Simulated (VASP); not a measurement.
# H2Rh: single point with PBE

Crystal: H2Rh.

```
H Rh
1.0
    -1.34894    1.34894    3.30913
     1.34894   -1.34894    3.30913
     1.34894    1.34894   -3.30913
H Rh
2 1
Direct
  0.66500 0.66500 0.00000
  0.33500 0.33500 0.00000
  0.00000 0.00000 0.00000
```

- Program: VASP 6.6.1
- Task: single point
- Functional: PBE
- Potentials or basis: VASP PAW PBE potentials, release 64 (H, Rh_pv)
- Cutoff: 520 eV
- k mesh: 10 × 10 × 10
- Occupations: gaussian, width 0.1 eV
- Spin: no spin polarisation
- Dipole correction: no
- Further INCAR settings: ALGO = Normal; EDIFF = 1e-06; NBANDS = 16

```
Pressure      : -17.5 GPa
Largest force : 0.548 eV/Å
```

Forces in eV/Å, atoms in the order of the input:
```
H    0.000  0.000 -0.548
H    0.000  0.000  0.548
Rh   0.000  0.000  0.000
```

Stress tensor (GPa, compression positive):
```
-11.83   0.00   0.00
  0.00 -11.83   0.00
  0.00   0.00 -28.75
```

Levels at points of the mesh, in eV from the Fermi level:
```csv
k point,band 7,band 8,band 9,band 10,band 11,band 12
"(0.00, 0.00, 0.00)",-0.67,-0.67,0.38,0.56,11.39,12.73
"(0.50, 0.00, 0.00)",-1.27,-0.98,-0.16,3.19,5.96,6.87
"(0.50, 0.50, 0.00)",-1.10,-0.66,1.64,3.71,3.86,7.41
"(0.50, 0.50, 0.50)",-0.26,-0.26,-0.21,0.41,8.16,13.11
```

Run time: 25 s on 1 thread of Intel(R) Xeon(R) 6975P-C (Granite Rapids) (shared host), peak memory 0.18 GiB.
